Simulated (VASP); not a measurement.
# Ba (Pm-3m) in VASP: further runs

Ba is run at these levels: PBEsol; tasks: single point.

Everything below comes from runs of VASP 6.6.1. Logs are shortened: lines on timing, memory, paths and dates and some standing lists are left out, and cuts for length are marked.

**1. The cell of the first run**

It takes space group Pm-3m (No. 221, cubic). Conventional cell: a = 3.918 Å, b = 3.918 Å, c = 3.918 Å, α = 90.00°, β = 90.00°, γ = 90.00°. Within 5.1 Å of Ba (site symmetry m-3m) lie 6 Ba at 3.92 Å.

**2. Single point, PBEsol**

Contents of INCAR:

```
SYSTEM = Ba
ALGO     = Normal         ! electronic algorithm
EDIFF    = 1E-6           ! SCF threshold, eV
ENCUT    = 520            ! plane-wave cutoff, eV
GGA      = PS             ! functional
ISIF     = 2              ! what is computed and relaxed
ISMEAR   = 0              ! smearing method
LASPH    = .True.         ! aspherical terms in the spheres
LCHARG   = .True.         ! write CHGCAR
LELF     = .True.         ! ELF
LREAL    = .False.        ! projectors in reciprocal space
LVHAR    = .True.       
LWAVE    = .False.        ! write WAVECAR
NBANDS   = 11             ! bands
NELM     = 60             ! most SCF steps
PREC     = Accurate       ! precision mode
SIGMA    = 0.15           ! smearing width, eV
```

Contents of KPOINTS:

```
k-points
0
Gamma
  12 12 12
  0 0 0
```

Contents of POSCAR:

```
Ba
1.0
    3.9177175405      0.0000000000      0.0000000000
    0.0000000000      3.9177175405      0.0000000000
    0.0000000000      0.0000000000      3.9177175405
Ba
1
Direct
    0.0000000000      0.0000000000      0.0000000000
```

Potentials or basis: VASP PAW PBE potentials, release 64 (Ba_sv).

The run is started by

```console
$ cat potpaw_PBE.64/Ba_sv/POTCAR > POTCAR
$ mpirun -np 1 vasp_std > vasp.out
```

OUTCAR:

```text
SYSTEM = Ba
   EDIFF = 1E-6
   ENCUT = 520
   GGA = PS
   ISIF = 2
   ISMEAR = 0
   LASPH = .True.
   LREAL = .False.
   NELM = 60
   PREC = Accurate

 ion  position               nearest neighbor table
   1  0.000  0.000  0.000-

  LATTYP: Found a simple cubic cell.
 ALAT       =     3.9177175405

  Lattice vectors:

 A1 = (   3.9177175405,   0.0000000000,   0.0000000000)
 A2 = (   0.0000000000,   3.9177175405,   0.0000000000)
 A3 = (   0.0000000000,   0.0000000000,   3.9177175405)

Analysis of symmetry for initial positions (statically):
=====================================================================
 Subroutine PRICEL returns:
 Original cell was already a primitive cell.

 Routine SETGRP: Setting up the symmetry group for a
 simple cubic supercell.

 Subroutine GETGRP returns: Found 48 space group operations
[... 9 lines left out ...]

 Routine SETGRP: Setting up the symmetry group for a
 simple cubic supercell.

 Subroutine GETGRP returns: Found 48 space group operations
[... 11 lines left out ...]
                                     Primitive cell

  volume of cell :      60.1311

  direct lattice vectors                    reciprocal lattice vectors
     3.917717540  0.000000000  0.000000000     0.255250663  0.000000000  0.000000000
     0.000000000  3.917717540  0.000000000     0.000000000  0.255250663  0.000000000
     0.000000000  0.000000000  3.917717540     0.000000000  0.000000000  0.255250663

  length of vectors
     3.917717540  3.917717540  3.917717540     0.255250663  0.255250663  0.255250663

  position of ions in fractional coordinates (direct lattice)
     0.000000000  0.000000000  0.000000000

  ion indices of the primitive-cell ions
   primitive index   ion index
                 1           1

----------------------------------------------------------------------------------------

 KPOINTS: k-points

Automatic generation of k-mesh.
 Grid dimensions read from file:
 generate k-points for:   12   12   12

 Generating k-lattice:

  Cartesian coordinates                     Fractional coordinates (reciprocal lattice)
     0.021270889  0.000000000  0.000000000     0.083333333  0.000000000  0.000000000
     0.000000000  0.021270889  0.000000000     0.000000000  0.083333333  0.000000000
     0.000000000  0.000000000  0.021270889     0.000000000  0.000000000  0.083333333

  Length of vectors
     0.021270889  0.021270889  0.021270889

  Shift w.r.t. Gamma in fractional coordinates (k-lattice)
     0.000000000  0.000000000  0.000000000

 Subroutine IBZKPT returns following result:
 ===========================================

 Found     84 irreducible k-points:

 Following reciprocal coordinates:
            Coordinates               Weight
  0.000000  0.000000  0.000000      1.000000
  0.083333  0.000000  0.000000      6.000000
  0.166667  0.000000  0.000000      6.000000
  0.250000  0.000000  0.000000      6.000000
  0.333333  0.000000  0.000000      6.000000
  0.416667  0.000000  0.000000      6.000000
[... 16 lines left out ...]
  0.333333  0.333333  0.000000     12.000000
  0.416667  0.333333  0.000000     24.000000
 [... further k-points ...]
   k-points           NKPTS =     84   k-points in BZ     NKDIM =     84   number of bands    NBANDS=     11
   number of dos      NEDOS =    301   number of ions     NIONS =      1
   total plane-waves  NPLWV =  27000
   dimension x,y,z NGX =    30 NGY =   30 NGZ =   30
   dimension x,y,z NGXF=    60 NGYF=   60 NGZF=   60
   ions per type =               1
   NGX,Y,Z   is equivalent  to a cutoff of  12.73, 12.73, 12.73 a.u.
   NGXF,Y,Z  is equivalent  to a cutoff of  25.46, 25.46, 25.46 a.u.
 SYSTEM =  Ba
   PREC   = accura    normal or accurate (medium, high low for compatibility)
   ISTART =      0    job   : 0-new  1-cont  2-samecut
   ICHARG =      2    charge: 1-file 2-atom 10-const
   ISPIN  =      1    spin polarized calculation?
   LNONCOLLINEAR =      F non collinear calculations
   LSORBIT =      F    spin-orbit coupling
   LASPH  =      T    aspherical Exc in radial PAW
   ENCUT  =  520.0 eV  38.22 Ry    6.18 a.u.   7.28  7.28  7.28*2*pi/ulx,y,z
   NELM   =     60;   NELMIN=  2; NELMDL= -5     # of ELM steps
   EDIFF  = 0.1E-05   stopping-criterion for ELM
   LREAL  =      F    real-space projection
   EDIFFG = 0.1E-04   stopping-criterion for IOM
   NSW    =      0    number of steps for IOM
   IBRION =     -1    ionic relax: 0-MD 1-quasi-New 2-CG
   NFREE  =      0    steps in history (QN), initial steepest desc. (CG)
   ISIF   =      2    stress and relaxation
   ISYM   =      2    0-nonsym 1-usesym 2-fastsym
   POTIM  = 0.5000    time-step for ionic-motion
   TEBEG  =    0.0;   TEEND  =   0.0 temperature during run
   PSTRESS=    0.0 pullay stress
   NELECT =      10.0000    total number of electrons
   NUPDOWN=      -1.0000    fix difference up-down
   EMIN   =  10.00;   EMAX   =-10.00  energy-range for DOS
   EFERMI =   0.00;   METHOD = LEGACY
   ISMEAR =     0;   SIGMA  =   0.15  broadening in eV -4-tet -1-fermi 0-gaus
   EFERMI_NEDOS =   21; number of points for ismear=-14 and -15
   IALGO  =     38    algorithm
   IMIX   =      4    mixing-type and parameters
     AMIX     =   0.40;   BMIX     =  1.00
     AMIX_MAG =   1.60;   BMIX_MAG =  1.00
  volume/ion in A,a.u.               =      60.13       405.78
  Fermi-wavevector in a.u.,A,eV,Ry     =   0.900275  1.701272 11.027448  0.810495
  Thomas-Fermi vector in A             =   2.023212
   LORBIT       =      0    0 simple, 1 ext, 2 COOP (PROOUT), +10 PAW based schemes
   GGA     = PS    functional components
   LHFCALC =     F    Hartree Fock is set to
   AEXX    =    0.0000 exact exchange contribution
   IVDW    =     0    specifies the selected vdW correction
   LEPSILON=     F    determine dielectric tensor
   LRPA    =     F    only Hartree local field effects (RPA)
 non-spin polarized calculation
 Gauss-broadening in eV      SIGMA  =   0.15
  energy-cutoff  :      520.00
  volume of cell :       60.13
 maximum number of plane-waves:      1647
 NGX is ok and might be reduce to    30
   NGX = 15   NGY = 15   NGZ = 15

 number of electron      10.0000001 magnetization

 Free energy of the ion-electron system (eV)
  ---------------------------------------------------
  ext. energy  EPLUGINS =         0.00000000
  ---------------------------------------------------
  free energy    TOTEN  =        -1.84768290 eV

  energy without entropy =       -1.84065799  energy(sigma->0) =       -1.84417045

 E-fermi :   1.6112     XC(G=0):  -7.6435

 val. band max:        1.6106099271   @ k =   0.0000   0.0000   0.0000
 cond. band min:       1.6438572306   @ k =   0.0833   0.0000   0.0000
 fundamental gap:      0.0332473035
 Fermi energy:         1.6111689363

 k-point     1 :       0.0000    0.0000    0.0000
  band No.  band energies     occupation
      1     -27.4774      2.00000
      2     -12.2695      2.00000
      3     -12.2695      2.00000
      4     -12.2695      2.00000
      5      -0.9908      2.00000
      6       1.6106      1.00421
      7       1.6106      1.00421
      8       6.6295      0.00000
      9       6.6295      0.00000
     10       6.6295      0.00000
     11       9.3414      0.00000

 k-point     2 :       0.0833    0.0000    0.0000
  band No.  band energies     occupation
      1     -27.4731      2.00000
      2     -12.3265      2.00000
      3     -12.2647      2.00000
      4     -12.2647      2.00000
      5      -0.8826      2.00000
      6       1.6439      0.75794
      7       1.7248      0.28392
      8       6.3384      0.00000
      9       6.3384      0.00000
     10       6.6466      0.00000
     11       8.8620      0.00000

 k-point     3 :       0.1667    0.0000    0.0000
  band No.  band energies     occupation
      1     -27.4612      2.00000
      2     -12.4776      2.00000
      3     -12.2516      2.00000
      4     -12.2516      2.00000
      5      -0.5886      2.00000
      6       1.7381      0.23125
      7       2.0402      0.00005
      8       5.7472      0.00000
      9       5.7472      0.00000
     10       6.6941      0.00000
     11       8.0386      0.00000

 k-point     4 :       0.2500    0.0000    0.0000
  band No.  band energies     occupation
      1     -27.4448      2.00000
      2     -12.6745      2.00000
      3     -12.2335      2.00000
      4     -12.2335      2.00000
      5      -0.1771      2.00000
      6       1.8763      0.01244
      7       2.4365      0.00000
      8       5.1576      0.00000
      9       5.1576      0.00000
     10       6.7610      0.00000
     11       7.4420      0.00000

 k-point     5 :       0.3333    0.0000    0.0000
  band No.  band energies     occupation
      1     -27.4284      2.00000
      2     -12.8617      2.00000
      3     -12.2153      2.00000
      4     -12.2153      2.00000
      5       0.2809      2.00000
      6       2.0273      0.00009
      7       2.6656      0.00000
      8       4.6903      0.00000
      9       4.6903      0.00000
     10       6.8302      0.00000
     11       7.4108      0.00000
[... 211 lines left out ...]
 k-point    21 :       0.4167    0.2500    0.0000
  band No.  band energies     occupation
      1     -27.3846      2.00000
      2     -12.9383      2.00000
      3     -12.5852      2.00000
      4     -12.1677      2.00000
      5       1.2043      1.99987
      6       1.8351      0.03476
      7       3.3242      0.00000
      8       4.5607      0.00000
      9       4.6253      0.00000
     10       5.6055      0.00000
     11       8.1665      0.00000

 k-point    22 :       0.5000    0.2500    0.0000
  band No.  band energies     occupation
      1     -27.3802      2.00000
      2     -12.9843      2.00000
      3     -12.5788      2.00000
      4     -12.1629      2.00000
      5       1.3686      1.97778
      6       1.6988      0.40851
      7       3.3249      0.00000
      8       4.5296      0.00000
      9       4.6849      0.00000
     10       5.6341      0.00000
     11       8.3870      0.00000

 k-point    23 :       0.3333    0.3333    0.0000
  band No.  band energies     occupation
      1     -27.3804      2.00000
      2     -12.7926      2.00000
      3     -12.7740      2.00000
      4     -12.1633      2.00000
      5       1.0248      2.00000
      6       1.9189      0.00371
      7       4.0404      0.00000
      8       4.1854      0.00000
      9       4.9464      0.00000
     10       5.1595      0.00000
     11       8.0607      0.00000

 k-point    24 :       0.4167    0.3333    0.0000
  band No.  band energies     occupation
      1     -27.3685      2.00000
      2     -12.9104      2.00000
      3     -12.7635      2.00000
      4     -12.1504      2.00000
      5       0.9899      2.00000
      6       1.9563      0.00114
      7       4.1405      0.00000
      8       4.6897      0.00000
      9       4.7524      0.00000
     10       5.1595      0.00000
     11       8.0662      0.00000

 [... further k-points ...]

------------------------ aborting loop because EDIFF is reached ----------------------------------------

  FORCE on cell =-STRESS in cart. coord.  units (eV):
  Direction    XX          YY          ZZ          XY          YZ          ZX
  --------------------------------------------------------------------------------------
  -------------------------------------------------------------------------------------
  Total       -0.1688644     -0.1688644     -0.1688644     -0.0000000     -0.0000000      0.0000000
  in kB       -4.4993466     -4.4993466     -4.4993466     -0.0000000     -0.0000000      0.0000000
  external PRESSURE =      -4.4993466 kB  Pullay stress =       0.0000000 kB

 VOLUME and BASIS-vectors are now :
 -----------------------------------------------------------------------------
  energy-cutoff  :      520.00
  volume of cell :       60.13
      direct lattice vectors                 reciprocal lattice vectors
     3.917717540  0.000000000  0.000000000     0.255250663  0.000000000  0.000000000
     0.000000000  3.917717540  0.000000000     0.000000000  0.255250663  0.000000000
     0.000000000  0.000000000  3.917717540     0.000000000  0.000000000  0.255250663

 POSITION                                       TOTAL-FORCE (eV/Angst)
 -----------------------------------------------------------------------------------
      0.00000      0.00000      0.00000         0.000000      0.000000      0.000000
 -----------------------------------------------------------------------------------
    total drift:                               -0.000000     -0.000000     -0.000000

  FREE ENERGIE OF THE ION-ELECTRON SYSTEM (eV)
  ---------------------------------------------------
  free  energy   TOTEN  =        -1.8476829028 eV

  energy  without entropy=       -1.8406579892  energy(sigma->0) =       -1.84417045
```

Wall time 17 s (1 thread of AMD EPYC 9R45 (Zen 5), shared host); peak memory 0.17 GiB.

Results:

| Property | Result |
| --- | --- |
| Free energy | -1.8477 eV |
| Pressure | -0.4 GPa |
| Band gap on the k mesh | zero (band 5 reaches 1.72 eV, above the bottom of band 6 at 1.55 eV) |

Levels at points of the mesh, in eV from the Fermi level:
```csv
k point,band 3,band 4,band 5,band 6,band 7,band 8
"(0.00, 0.00, 0.00)",-13.88,-13.88,-2.60,0.00,0.00,5.02
"(0.50, 0.00, 0.00)",-13.81,-13.81,-0.72,0.58,0.87,2.68
"(0.50, 0.50, 0.00)",-14.54,-13.74,-1.02,0.68,3.19,3.19
"(0.50, 0.50, 0.50)",-14.44,-14.44,-0.06,-0.06,-0.06,4.01
```

Caveat: the PAW data sets were made with another functional, which shifts forces and pressure a little; spin-orbit coupling is left out, which moves the levels of the heavy elements.

**3. Single point, PBEsol**

Contents of INCAR:

```
ALGO = Normal ; EDIFF = 1E-7
ENCUT = 520 ; GGA = PS
ISIF = 2 ; ISMEAR = 0
LASPH = T ; LCHARG = F
LREAL = F ; LWAVE = F
NBANDS = 11 ; NELM = 80
PREC = Accurate ; SIGMA = 0.15
```

Contents of KPOINTS:

```
k-points
0
Gamma
  14 14 14
```

POSCAR is that of step 2.

Potentials or basis: VASP PAW PBE potentials, release 64 (Ba_sv).

The run is started by

```console
$ cat potpaw_PBE.64/Ba_sv/POTCAR > POTCAR
$ mpirun -np 1 vasp_std > vasp.out
```

Wall time 28 s (1 thread of AMD EPYC 9R45 (Zen 5), shared host); peak memory 0.19 GiB.

The run converged. Its results:

| Quantity | Value |
| --- | --- |
| Free energy | -1.8471 eV |
| Pressure | -0.4 GPa |
| Band gap on the k mesh | zero (band 5 reaches 1.65 eV, above the bottom of band 6 at 1.55 eV) |

Levels at points of the mesh, in eV from the Fermi level:
| k point | band 2 | band 3 | band 4 | band 5 | band 6 | band 7 | band 8 | band 9 |
| --- | --- | --- | --- | --- | --- | --- | --- | --- |
| (0.00, 0.00, 0.00) | -13.88 | -13.88 | -13.88 | -2.60 | 0.00 | 0.00 | 5.02 | 5.02 |
| (0.50, 0.00, 0.00) | -14.65 | -13.81 | -13.81 | -0.72 | 0.58 | 0.87 | 2.68 | 2.68 |
| (0.50, 0.50, 0.00) | -14.54 | -14.54 | -13.74 | -1.02 | 0.68 | 3.19 | 3.19 | 3.47 |
| (0.50, 0.50, 0.50) | -14.44 | -14.44 | -14.44 | -0.06 | -0.06 | -0.06 | 4.01 | 6.72 |

Caveat: the PAW data sets were made with another functional, which shifts forces and pressure a little; spin-orbit coupling is left out, which moves the levels of the heavy elements.
